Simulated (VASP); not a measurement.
# SnO2 (I4_1/amd) in VASP: single point with PBE

Aim: the single point of SnO2 with PBE.

Everything below comes from runs of VASP 6.6.1. Logs are shortened: lines on timing, memory, paths and dates and some standing lists are left out, and cuts for length are marked.

## 1. The cell of the first run

It takes space group I4_1/amd (No. 141, tetragonal). The conventional cell has a = 4.000 Å, b = 4.000 Å, c = 10.247 Å, α = 90.00°, β = 90.00°, γ = 90.00°. Within 2.7 Å of Sn (site symmetry -4m2) lie 6 O at 2.06 to 2.09 Å. O (site symmetry 2mm) has 3 Sn at 2.06 to 2.09 Å and 2 O at 2.57 Å within 2.7 Å.

## 2. Single point, PBE

Contents of INCAR:

```
SYSTEM = SnO2
PREC = Accurate
ENCUT = 520
EDIFF = 1E-6
ISMEAR = 0
SIGMA = 0.01
LREAL = .FALSE.
LASPH = .TRUE.
NELM = 100
ALGO = Normal
ISIF = 2
LWAVE = .FALSE.
LCHARG = .FALSE.
GGA = PE
NBANDS = 35
```

Contents of KPOINTS:

```
Automatic mesh
0
G
  6 6 6
  0 0 0
```

Contents of POSCAR:

```
SnO2
1.0
   -2.0000690000      2.0000690000      5.1236790000
    2.0000690000     -2.0000690000      5.1236790000
    2.0000690000      2.0000690000     -5.1236790000
Sn O
2 4
Direct
    0.7500000000      0.2500000000      0.5000000000
    0.0000000000      0.0000000000      0.0000000000
    0.7965230000      0.7965230000      0.0000000000
    0.9534770000      0.4534770000      0.5000000000
    0.2034770000      0.2034770000      0.0000000000
    0.5465230000      0.0465230000      0.5000000000
```

Potentials or basis: VASP PAW PBE potentials, release 64 (Sn_d, O).

Started as:

```bash
cat potpaw_PBE.64/Sn_d/POTCAR potpaw_PBE.64/O/POTCAR > POTCAR
mpirun -np 1 vasp_std > vasp.out
```

OUTCAR:

```text
SYSTEM = SnO2
   PREC = Accurate
   ENCUT = 520
   EDIFF = 1E-6
   ISMEAR = 0
   LREAL = .FALSE.
   LASPH = .TRUE.
   NELM = 100
   ISIF = 2
   GGA = PE

 ion  position               nearest neighbor table
   1  0.750  0.250  0.500-   3 2.06   5 2.06   3 2.06   5 2.06   4 2.09   6 2.09   2 3.25   2 3.25
                             2 3.25   2 3.25
   2  0.000  0.000  0.000-   6 2.06   4 2.06   6 2.06   4 2.06   3 2.09   5 2.09   1 3.25   1 3.25
                             1 3.25   1 3.25
   3  0.797  0.797  0.000-   1 2.06   1 2.06   2 2.09
   4  0.953  0.453  0.500-   2 2.06   2 2.06   1 2.09
   5  0.203  0.203  0.000-   1 2.06   1 2.06   2 2.09
   6  0.547  0.047  0.500-   2 2.06   2 2.06   1 2.09

  LATTYP: Found a body centered tetragonal cell.
 ALAT       =     4.0001380000
 C/A-ratio  =     2.5617511196

  Lattice vectors:

 A1 = (  -2.0000690000,   2.0000690000,   5.1236790000)
 A2 = (   2.0000690000,  -2.0000690000,   5.1236790000)
 A3 = (   2.0000690000,   2.0000690000,  -5.1236790000)

Analysis of symmetry for initial positions (statically):
=====================================================================
 Subroutine PRICEL returns:
 Original cell was already a primitive cell.

 Routine SETGRP: Setting up the symmetry group for a
 body centered tetragonal supercell.

 Subroutine GETGRP returns: Found 16 space group operations
 (whereof  8 operations were pure point group operations)
 out of a pool of 16 trial point group operations.

The static configuration has the point symmetry D_2d.
 The point group associated with its full space group is D_4h.

Analysis of symmetry for dynamics (positions and initial velocities):
=====================================================================
 Subroutine PRICEL returns:
 Original cell was already a primitive cell.

 Routine SETGRP: Setting up the symmetry group for a
 body centered tetragonal supercell.

 Subroutine GETGRP returns: Found 16 space group operations
 (whereof  8 operations were pure point group operations)
 out of a pool of 16 trial point group operations.

The dynamic configuration has the point symmetry D_2d.
 The point group associated with its full space group is D_4h.

 Subroutine INISYM returns: Found 16 space group operations
 (whereof  8 operations are pure point group operations),
 and found     1 'primitive' translations

----------------------------------------------------------------------------------------

                                     Primitive cell

  volume of cell :      81.9845

  direct lattice vectors                    reciprocal lattice vectors
    -2.000069000  2.000069000  5.123679000     0.000000000  0.249991375  0.097586129
     2.000069000 -2.000069000  5.123679000     0.249991375  0.000000000  0.097586129
     2.000069000  2.000069000 -5.123679000     0.249991375  0.249991375  0.000000000

  length of vectors
     5.852575374  5.852575374  5.852575374     0.268363076  0.268363076  0.353541193

  position of ions in fractional coordinates (direct lattice)
     0.750000000  0.250000000  0.500000000
     0.000000000  0.000000000  0.000000000
     0.796523000  0.796523000  0.000000000
     0.953477000  0.453477000  0.500000000
     0.203477000  0.203477000  0.000000000
     0.546523000  0.046523000  0.500000000

  ion indices of the primitive-cell ions
   primitive index   ion index
                 1           1
                 2           2
                 3           3
                 4           4
                 5           5
                 6           6

----------------------------------------------------------------------------------------

 KPOINTS: Automatic mesh

Automatic generation of k-mesh.
 Grid dimensions read from file:
 generate k-points for:    6    6    6

 Generating k-lattice:

  Cartesian coordinates                     Fractional coordinates (reciprocal lattice)
     0.000000000  0.041665229  0.016264355     0.166666667  0.000000000  0.000000000
     0.041665229  0.000000000  0.016264355     0.000000000  0.166666667  0.000000000
     0.041665229  0.041665229  0.000000000     0.000000000  0.000000000  0.166666667

  Length of vectors
     0.044727179  0.044727179  0.058923532

  Shift w.r.t. Gamma in fractional coordinates (k-lattice)
     0.000000000  0.000000000  0.000000000

 Subroutine IBZKPT returns following result:
 ===========================================

 Found     30 irreducible k-points:

 Following reciprocal coordinates:
            Coordinates               Weight
  0.000000  0.000000  0.000000      1.000000
  0.166667  0.000000 -0.000000      8.000000
  0.333333 -0.000000  0.000000      8.000000
  0.500000  0.000000  0.000000      4.000000
  0.166667  0.166667  0.000000      8.000000
  0.333333  0.166667  0.000000     16.000000
[... 16 lines left out ...]
 -0.333333 -0.333333  0.166667      8.000000
 -0.166667 -0.333333  0.166667      8.000000
 [... further k-points ...]
   k-points           NKPTS =     30   k-points in BZ     NKDIM =     30   number of bands    NBANDS=     35
   number of dos      NEDOS =    301   number of ions     NIONS =      6
   total plane-waves  NPLWV = 110592
   dimension x,y,z NGX =    48 NGY =   48 NGZ =   48
   dimension x,y,z NGXF=    96 NGYF=   96 NGZF=   96
   ions per type =               2   4
   NGX,Y,Z   is equivalent  to a cutoff of  13.63, 13.63, 13.63 a.u.
   NGXF,Y,Z  is equivalent  to a cutoff of  27.27, 27.27, 27.27 a.u.
 SYSTEM =  SnO2
   PREC   = accura    normal or accurate (medium, high low for compatibility)
   ISTART =      0    job   : 0-new  1-cont  2-samecut
   ICHARG =      2    charge: 1-file 2-atom 10-const
   ISPIN  =      1    spin polarized calculation?
   LNONCOLLINEAR =      F non collinear calculations
   LSORBIT =      F    spin-orbit coupling
   LASPH  =      T    aspherical Exc in radial PAW
   ENCUT  =  520.0 eV  38.22 Ry    6.18 a.u.  10.88 10.88 10.88*2*pi/ulx,y,z
   NELM   =    100;   NELMIN=  2; NELMDL= -5     # of ELM steps
   EDIFF  = 0.1E-05   stopping-criterion for ELM
   LREAL  =      F    real-space projection
   EDIFFG = 0.1E-04   stopping-criterion for IOM
   NSW    =      0    number of steps for IOM
   IBRION =     -1    ionic relax: 0-MD 1-quasi-New 2-CG
   NFREE  =      0    steps in history (QN), initial steepest desc. (CG)
   ISIF   =      2    stress and relaxation
   ISYM   =      2    0-nonsym 1-usesym 2-fastsym
   POTIM  = 0.5000    time-step for ionic-motion
   TEBEG  =    0.0;   TEEND  =   0.0 temperature during run
   PSTRESS=    0.0 pullay stress
   NELECT =      52.0000    total number of electrons
   NUPDOWN=      -1.0000    fix difference up-down
   EMIN   =  10.00;   EMAX   =-10.00  energy-range for DOS
   EFERMI =   0.00;   METHOD = LEGACY
   ISMEAR =     0;   SIGMA  =   0.01  broadening in eV -4-tet -1-fermi 0-gaus
   EFERMI_NEDOS =   21; number of points for ismear=-14 and -15
   IALGO  =     38    algorithm
   IMIX   =      4    mixing-type and parameters
     AMIX     =   0.40;   BMIX     =  1.00
     AMIX_MAG =   1.60;   BMIX_MAG =  1.00
  volume/ion in A,a.u.               =      13.66        92.21
  Fermi-wavevector in a.u.,A,eV,Ry     =   1.406583  2.658056 26.918792  1.978475
  Thomas-Fermi vector in A             =   2.528929
   LORBIT       =      0    0 simple, 1 ext, 2 COOP (PROOUT), +10 PAW based schemes
   GGA     = PE    functional components
   LHFCALC =     F    Hartree Fock is set to
   AEXX    =    0.0000 exact exchange contribution
   IVDW    =     0    specifies the selected vdW correction
   LEPSILON=     F    determine dielectric tensor
   LRPA    =     F    only Hartree local field effects (RPA)
 non-spin polarized calculation
 Gauss-broadening in eV      SIGMA  =   0.01
  energy-cutoff  :      520.00
  volume of cell :       81.98
 maximum number of plane-waves:      2244
 NGX is ok and might be reduce to    48
   NGX = 21   NGY = 21   NGZ = 21

 number of electron      52.0000007 magnetization

 Free energy of the ion-electron system (eV)
  ---------------------------------------------------
  ext. energy  EPLUGINS =         0.00000000
  ---------------------------------------------------
  free energy    TOTEN  =       -36.90212829 eV

  energy without entropy =      -36.90212829  energy(sigma->0) =      -36.90212829

 E-fermi :   4.1604     XC(G=0): -10.2905

 val. band max:        4.0430212392   @ k =   0.3333   0.3333   0.1667
 cond. band min:       5.6918254122   @ k =   0.0000   0.0000   0.0000
 fundamental gap:      1.6488041730
 Fermi energy:         4.1603578891

 k-point     1 :       0.0000    0.0000    0.0000
  band No.  band energies     occupation
      1     -16.3526      2.00000
      2     -16.3396      2.00000
      3     -16.2064      2.00000
      4     -15.6316      2.00000
      5     -15.5398      2.00000
      6     -15.5398      2.00000
[... 27 lines left out ...]
     34      16.4833      0.00000
     35      16.4974      0.00000

 k-point     2 :       0.1667    0.0000   -0.0000
  band No.  band energies     occupation
      1     -16.3828      2.00000
      2     -16.2329      2.00000
      3     -16.1548      2.00000
      4     -15.6441      2.00000
      5     -15.5458      2.00000
      6     -15.5341      2.00000
[... 27 lines left out ...]
     34      15.6990      0.00000
     35      16.0427      0.00000

 k-point     3 :       0.3333   -0.0000    0.0000
  band No.  band energies     occupation
      1     -16.3799      2.00000
      2     -16.1611      2.00000
      3     -15.9624      2.00000
      4     -15.6737      2.00000
      5     -15.5567      2.00000
      6     -15.5214      2.00000
[... 27 lines left out ...]
     34      15.4439      0.00000
     35      16.0351      0.00000

 k-point     4 :       0.5000    0.0000    0.0000
  band No.  band energies     occupation
      1     -16.3789      2.00000
      2     -16.1286      2.00000
      3     -15.8591      2.00000
      4     -15.6918      2.00000
      5     -15.5617      2.00000
      6     -15.5079      2.00000
[... 27 lines left out ...]
     34      16.0806      0.00000
     35      16.9538      0.00000

 k-point     5 :       0.1667    0.1667    0.0000
  band No.  band energies     occupation
      1     -16.3839      2.00000
      2     -16.1859      2.00000
      3     -16.0830      2.00000
      4     -15.6146      2.00000
      5     -15.5617      2.00000
      6     -15.5295      2.00000
[... 638 lines left out ...]
 k-point    22 :      -0.1667    0.5000    0.1667
  band No.  band energies     occupation
      1     -16.4180      2.00000
      2     -16.2351      2.00000
      3     -15.8832      2.00000
      4     -15.5669      2.00000
      5     -15.5614      2.00000
      6     -15.5399      2.00000
[... 27 lines left out ...]
     34      15.6473      0.00000
     35      16.1038      0.00000

 k-point    23 :      -0.3333   -0.3333    0.1667
  band No.  band energies     occupation
      1     -16.4336      2.00000
      2     -16.3242      2.00000
      3     -15.8860      2.00000
      4     -15.6071      2.00000
      5     -15.5427      2.00000
      6     -15.5251      2.00000
[... 27 lines left out ...]
     34      15.8792      0.00000
     35      16.6722      0.00000

 k-point    24 :      -0.1667   -0.3333    0.1667
  band No.  band energies     occupation
      1     -16.4690      2.00000
      2     -16.3092      2.00000
      3     -16.0174      2.00000
      4     -15.5671      2.00000
      5     -15.5622      2.00000
      6     -15.5439      2.00000
[... 27 lines left out ...]
     34      16.0588      0.00000
     35      16.1122      0.00000

 [... further k-points ...]
[... 5 lines left out ...]
  --------------------------------------------------------------------------------------
  -------------------------------------------------------------------------------------
  Total        3.3450779      3.3450779      3.2153354      0.0000000      0.0000000      0.0000000
  in kB       65.3709738     65.3709738     62.8354892      0.0000000      0.0000000      0.0000000
  external PRESSURE =      64.5258122 kB  Pullay stress =       0.0000000 kB

 VOLUME and BASIS-vectors are now :
 -----------------------------------------------------------------------------
  energy-cutoff  :      520.00
  volume of cell :       81.98
      direct lattice vectors                 reciprocal lattice vectors
    -2.000069000  2.000069000  5.123679000     0.000000000  0.249991375  0.097586129
     2.000069000 -2.000069000  5.123679000     0.249991375  0.000000000  0.097586129
     2.000069000  2.000069000 -5.123679000     0.249991375  0.249991375  0.000000000

 POSITION                                       TOTAL-FORCE (eV/Angst)
 -----------------------------------------------------------------------------------
      0.00000      2.00007      2.56184        -0.000000     -0.000000      0.000000
      0.00000      0.00000      0.00000        -0.000000     -0.000000      0.000000
      0.00000      0.00000      8.16226         0.000000     -0.000000     -0.065968
      0.00000      2.00007      4.64694        -0.000000      0.000000      0.065968
      0.00000      0.00000      2.08510         0.000000     -0.000000      0.065968
      0.00000      2.00007      0.47674        -0.000000      0.000000     -0.065968
 -----------------------------------------------------------------------------------
    total drift:                                0.000000     -0.000000      0.000000

  FREE ENERGIE OF THE ION-ELECTRON SYSTEM (eV)
  ---------------------------------------------------
  free  energy   TOTEN  =       -36.9021282912 eV

  energy  without entropy=      -36.9021282912  energy(sigma->0) =      -36.90212829
```

Wall time 67 s (1 thread of Intel Xeon 6975P-C (Granite Rapids), shared host); peak memory 0.34 GiB.

What came out:

```yaml
Free_energy: -36.9021 eV
Pressure: 6.5 GPa
Largest_force: 0.066 eV/Å
Band_gap_on_the_k_mesh: 1.65 eV, indirect (least direct gap 2.02 eV)
```

Forces in eV/Å, atoms in the order of the input:
```
Sn   0.000  0.000  0.000
Sn   0.000  0.000  0.000
O    0.000  0.000 -0.066
O    0.000  0.000  0.066
O    0.000  0.000  0.066
O    0.000  0.000 -0.066
```

Levels at points of the mesh, in eV from the valence-band top:
| k point | band 24 | band 25 | band 26 | band 27 | band 28 | band 29 |
| --- | --- | --- | --- | --- | --- | --- |
| (0.00, 0.00, 0.00) | -0.65 | -0.37 | -0.37 | 1.65 | 5.57 | 9.43 |
| (0.50, 0.00, 0.00) | -0.74 | -0.56 | -0.37 | 4.98 | 6.25 | 7.97 |
| (0.50, 0.50, 0.00) | -0.80 | -0.03 | -0.03 | 7.36 | 7.36 | 7.72 |
| (0.50, 0.50, 0.50) | -1.00 | -0.27 | -0.27 | 4.27 | 4.27 | 7.75 |

Caveat: spin-orbit coupling is left out, which moves the levels of the heavy elements.
